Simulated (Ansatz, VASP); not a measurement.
Al2Au in VASP and in Ansatz

```
Al Au
1.0
     0.00000    3.00532    3.00532
     3.00532    0.00000    3.00532
     3.00532    3.00532    0.00000
Al Au
2 1
Direct
  0.25000 0.25000 0.25000
  0.75000 0.75000 0.75000
  0.00000 0.00000 0.00000
```

Alike in both runs: functional r2SCAN; k mesh 9 × 9 × 9; occupations fermi-dirac, width 0.1 eV; no spin polarisation.

Ansatz relaxed the structure, and its values are those at the end. VASP's run is a single point on that final structure, the one shown.

```csv
,VASP,Ansatz
version,VASP 6.6.1,Ansatz 0.2.0
potentials or method,"VASP PAW PBE potentials, release 64 (Al, Au), cutoff 520 eV",PAW plane waves
valence electrons in the cell,17,25
```

Ansatz gave:

* gap on the k mesh at the Fermi level (eV): none
* pressure (GPa): 0.0

Q: Which values does VASP return?

A: gap on the k mesh at the Fermi level (eV): none; pressure (GPa): -0.3.

VASP's potentials were made for PBE, not for r2SCAN. A gap of «none» marks a metal or a gap that the smearing closes. VASP's potentials hold 17 valence electrons a cell and Ansatz's 25, so a difference there can come from the potentials and not from the codes.

Spin-orbit coupling is off throughout.
